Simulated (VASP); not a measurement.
A run of VASP 6.6.1 is set up as follows.

Contents of INCAR:

```
PREC     = Accurate       # precision mode
ENCUT    = 520            # plane-wave cutoff, eV
EDIFF    = 1E-8           # SCF threshold, eV
ISMEAR   = -1             # smearing method
SIGMA    = 0.02           # smearing width, eV
LREAL    = False          # projectors in reciprocal space
LASPH    = True           # aspherical terms in the spheres
NELM     = 100            # most SCF steps
ALGO     = Normal         # electronic algorithm
ISIF     = 2              # what is computed and relaxed
LWAVE    = False          # write WAVECAR
LCHARG   = False          # write CHGCAR
GGA      = CA             # functional
LEFG     = True         
NBANDS   = 32             # bands
```

KPOINTS

```
regular mesh
0
Gamma
  9 9 9
```

Contents of POSCAR:

```
Bi2Se3
1.0
    2.0715000000      1.1959810826      9.5453333333
   -2.0715000000      1.1959810826      9.5453333333
    0.0000000000     -2.3919621653      9.5453333333
Bi Se
2 3
Direct
    0.4006089077      0.4006089077      0.4006089077
    0.5993910923      0.5993910923      0.5993910923
    0.0000000000      0.0000000000      0.0000000000
    0.2111543746      0.2111543746      0.2111543746
    0.7888456254      0.7888456254      0.7888456254
```

Potentials or basis: VASP PAW LDA potentials, release 64 (Bi_d, Se).

Run with:

```bash
$ cat potpaw_LDA.64/Bi_d/POTCAR potpaw_LDA.64/Se/POTCAR > POTCAR
$ mpirun -np 1 vasp_std > vasp.out
```

(1) Estimate the largest force.

(2) What does it give for the pressure?

(3) What does it give for the band gap on the k mesh?

Answers

(1) 0.114 eV/Å.

(2) -2.0 GPa.

(3) 0.07 eV.

Caveat: without QUAD_EFG the Cq values of the log hold for a quadrupole moment of 1 mb, not for the nuclei; spin-orbit coupling is left out, which moves the levels of the heavy elements; an odd mesh through Γ misses points on the zone boundary, where band edges can lie.
